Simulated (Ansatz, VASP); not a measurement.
Ni in VASP and in Ansatz

File INCAR:

```
SYSTEM = Ni
  ALGO = Normal
  DIPOL = 0.5 0.5 0.500
  EDIFF = 1E-7
  ENCUT = 520
  IDIPOL = 3
  ISIF = 2
  ISMEAR = -1
  ISPIN = 2
  LASPH = .True.
  LCHARG = .True.
  LDIPOL = .True.
  LELF = .True.
  LMAXMIX = 4
  LORBIT = 11
  LREAL = .False.
  LVACPOTAV = .True.
  LVHAR = .True.
  LWAVE = .False.
  MAGMOM = 1 1 1 1 1
  NBANDS = 37
  NELM = 150
  PREC = Accurate
  SIGMA = 0.1
```

The input KPOINTS:

```
k-points
0
Gamma
  15 15 1
  0 0 0
```

The input POSCAR:

```
Ni
1.0
    2.4218354203      0.0000000000      0.0000000000
   -1.2109177101      2.0973709978      0.0000000000
    0.0000000000      0.0000000000     14.8588000000
Ni
5
Direct
    0.3333333333      0.1666666667      0.2355523128
    0.6666666667      0.8333333333      0.3669296953
    1.0000000000      0.5000000000      0.4999999494
    0.3333333333      0.1666666667      0.6330702562
    0.6666666667      0.8333333333      0.7644476872
```

Input for Ansatz:

```yaml
crystal:
  lattice:
    - [2.4218354203, 0.0, 0.0]
    - [-1.2109177101, 2.0973709978, 0.0]
    - [0.0, 0.0, 14.8588]
  atoms:
    - { symbol: Ni, position: [0.3333333333, 0.1666666667, 0.2355523128], spin: 1.0 }
    - { symbol: Ni, position: [0.6666666667, 0.8333333333, 0.3669296953], spin: 1.0 }
    - { symbol: Ni, position: [1.0, 0.5, 0.4999999494], spin: 1.0 }
    - { symbol: Ni, position: [0.3333333333, 0.1666666667, 0.6330702562], spin: 1.0 }
    - { symbol: Ni, position: [0.6666666667, 0.8333333333, 0.7644476872], spin: 1.0 }
magnetization:
  spin_polarized: true
kpoints:
  mp_grid: { grid: [15, 15, 1] }
scf:
  occupations: { method: fermi_dirac, width: 0.1 }
hamiltonian:
  xc: lda
  pseudopotentials: { kind: all_electron, lapw: { basis_error: 0.001 } }
output:
  forces: true
  stress: true
  eigenvalues: true
efield:
  axis: 3
  amplitude: 0
  dipole_correction: true
```

Alike in both runs: task single point; functional LDA; k mesh 15 × 15 × 1; occupations fermi-dirac, width 0.1 eV; collinear spin.

|  | VASP | Ansatz |
| --- | --- | --- |
| version | VASP 6.6.1 | Ansatz 0.2.0 |
| potentials or method | VASP PAW LDA potentials, release 64 (Ni), cutoff 520 eV | all-electron LAPW, scalar-relativistic |

```tsv
	VASP	Ansatz	Ansatz less VASP
rms of the force components (eV/Å)	0.004	0.003	-0.0007
net moment per atom (μB)	0.60	0.62	+0.027
size of the moment on the site where the two differ most (μB)	0.60	0.65	+0.046
```

LDA's correlation is that of Perdew and Zunger in VASP and of Perdew and Wang (1992) in Ansatz. Site moments also hang on the region over which each program counts them. Atom by atom the forces differ by 0.001 eV/Å (rms over components). Ansatz ran all-electron here, and VASP with PAW potentials. Ansatz's warnings: vacuum density over bound.
